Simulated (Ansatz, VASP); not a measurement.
## Two plane-wave programs on Te2Mo

```
Te Mo
1.0
     3.56242    0.00000    0.00000
    -1.78121    3.08514    0.00000
     0.00000    0.00000   31.56327
Te Mo
6 3
Direct
  0.00000 0.00000 0.05676
  0.33333 0.66667 0.28899
  0.33333 0.66667 0.82440
  0.33333 0.66667 0.17560
  0.33333 0.66667 0.71101
  0.00000 0.00000 0.94324
  0.33333 0.66667 0.00000
  0.00000 0.00000 0.23231
  0.00000 0.00000 0.76769
```

Alike in both runs: functional PBE; k mesh 9 × 9 × 1; occupations fermi-dirac, width 0.05 eV; no spin polarisation.

```csv
,VASP,Ansatz
version,VASP 6.6.1,Ansatz 0.2.0
potentials or method,"VASP PAW PBE potentials, release 64 (Te, Mo_sv)",Ansatz PAW
plane-wave cutoff (eV),520,420
valence electrons in the cell,78,138
task,single point,band structure
```

VASP gave:

```
gap on the k mesh at the Fermi level (eV) : 1.00
least direct gap on the mesh (eV)         : 1.00
rms of the force components (eV/Å)        : 0.101
```

Question: Which values does Ansatz return?

Answer: gap on the k mesh at the Fermi level (eV): 1.00; least direct gap on the mesh (eV): 1.00; rms of the force components (eV/Å): 0.094.

Atom by atom the forces differ by 0.006 eV/Å (rms over components). VASP's potentials hold 78 valence electrons a cell and Ansatz's 138, so a difference there can come from the potentials and not from the codes.

Neither program's run includes spin-orbit coupling.
